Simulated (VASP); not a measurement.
Sn: single point with PBEsol+D3(BJ)

The system is Sn.

```
Sn
1.0
    -1.75019    1.79987    2.27556
     1.75019   -1.79987    2.27556
     1.75019    1.79987   -2.27556
Sn
1
Direct
  0.00000 0.00000 0.00000
```

This cell differs from its parent crystal: ratio of the length along z to the lengths across it x 0.96, volume and fractional coordinates fixed.

| Property | Result |
| --- | --- |
| Program | VASP 6.6.1 |
| Task | single point |
| Functional | PBEsol |
| Dispersion | D3(BJ) |
| Potentials or basis | VASP PAW PBE potentials, release 64 (Sn_d) |
| Cutoff | 520 eV |
| k mesh | 22 × 22 × 22 |
| Occupations | gaussian, width 0.15 eV |
| Spin | no spin polarisation |

The pressure is -5.8 GPa and the band gap on the k mesh is zero (band 7 reaches 14.42 eV, above the bottom of band 8 at 5.28 eV). The dispersion energy per atom is -0.368 eV.

Stress tensor (GPa, compression positive):
```
-5.60  0.00  0.00
 0.00 -6.16  0.00
 0.00  0.00 -5.77
```

Levels at points of the mesh, in eV from the Fermi level:
```csv
k point,band 5,band 6,band 7,band 8,band 9,band 10
"(0.00, 0.00, 0.00)",-21.35,-10.78,7.07,7.12,7.57,10.69
"(0.50, 0.00, 0.00)",-21.29,-6.83,-4.39,4.93,6.16,9.37
"(0.00, 0.50, 0.00)",-21.30,-6.60,-4.33,4.52,5.78,8.89
"(0.50, 0.50, 0.00)",-21.27,-5.41,-3.68,2.14,2.77,5.73
"(0.50, 0.50, 0.50)",-21.28,-4.12,-2.80,0.90,1.52,4.31
```

It took 11 min on 1 thread of Oxide Virtual Turin-like Processor, on a shared host, peak memory 0.57 GiB.

Caveat: the PAW data sets were made with another functional, which shifts forces and pressure a little; spin-orbit coupling is left out, which moves the levels of the heavy elements; pairwise dispersion overbinds metals, which lowers pressure and volume.
